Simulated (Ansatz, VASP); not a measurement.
## TePt in VASP and in Ansatz

Contents of INCAR:

```
SYSTEM = TePt
ALGO = Normal ; EDIFF = 1E-6
ENCUT = 520 ; ISIF = 2
ISMEAR = 0 ; LASPH = .True.
LCHARG = .True. ; LELF = .True.
LREAL = .False. ; LVHAR = .True.
LWAVE = .False. ; NBANDS = 24
NELM = 60 ; PREC = Accurate
SIGMA = 0.15
```

File KPOINTS:

```
k-points
0
Gamma
  12 12 12
  0 0 0
```

POSCAR

```
TePt
1.0
    1.8691000000      1.0791253881      6.2338333333
   -1.8691000000      1.0791253881      6.2338333333
    0.0000000000     -2.1582507763      6.2338333333
Te Pt
2 2
Direct
    0.5989427129      0.5989427129      0.5989427129
    0.4010572871      0.4010572871      0.4010572871
    0.8699224754      0.8699224754      0.8699224754
    0.1300775246      0.1300775246      0.1300775246
```

Input for Ansatz:

```yaml
crystal:
  lattice:
    - [1.8691, 1.0791253881, 6.2338333333]
    - [-1.8691, 1.0791253881, 6.2338333333]
    - [0.0, -2.1582507763, 6.2338333333]
  atoms:
    - { symbol: Te, position: [0.5989427129, 0.5989427129, 0.5989427129] }
    - { symbol: Te, position: [0.4010572871, 0.4010572871, 0.4010572871] }
    - { symbol: Pt, position: [0.8699224754, 0.8699224754, 0.8699224754] }
    - { symbol: Pt, position: [0.1300775246, 0.1300775246, 0.1300775246] }
basis:
  ecutwfc: 420
kpoints:
  mp_grid: { grid: [12, 12, 12] }
hamiltonian:
  xc: lda
  pseudopotentials: { kind: paw, azcp: { folder: soft_1 } }
scf:
  occupations: { method: gaussian, width: 0.15 }
output:
  forces: true
  stress: true
  eigenvalues: true
  write_density: true
  write_potential: true
  elf: true
  volumetric_format: npy
```

Alike in both runs: task single point; functional LDA; k mesh 12 × 12 × 12; occupations gaussian, width 0.15 eV; no spin polarisation.

```csv
,VASP,Ansatz
version,VASP 6.6.1,Ansatz 0.2.0
potentials or method,"VASP PAW LDA potentials, release 64 (Te, Pt), cutoff 520 eV","scalar-relativistic, plane waves, PAW"
valence electrons in the cell,32,68
```

Ansatz gave:

```
gap on the k mesh at the Fermi level (eV) : none
rms of the force components (eV/Å)        : 1.013
```

Task: Estimate VASP's values.

Result: gap on the k mesh at the Fermi level (eV): none; rms of the force components (eV/Å): 1.036.

Ansatz warns that its potentials were made for another functional, while VASP's fit it. LDA's correlation is that of Perdew and Zunger in VASP and of Perdew and Wang (1992) in Ansatz. Atom by atom the forces differ by 0.024 eV/Å (rms over components). A gap of «none» marks a metal or a gap that the smearing closes. VASP's potentials hold 32 valence electrons a cell and Ansatz's 68, so a difference there can come from the potentials and not from the codes.

Spin-orbit coupling is off throughout.
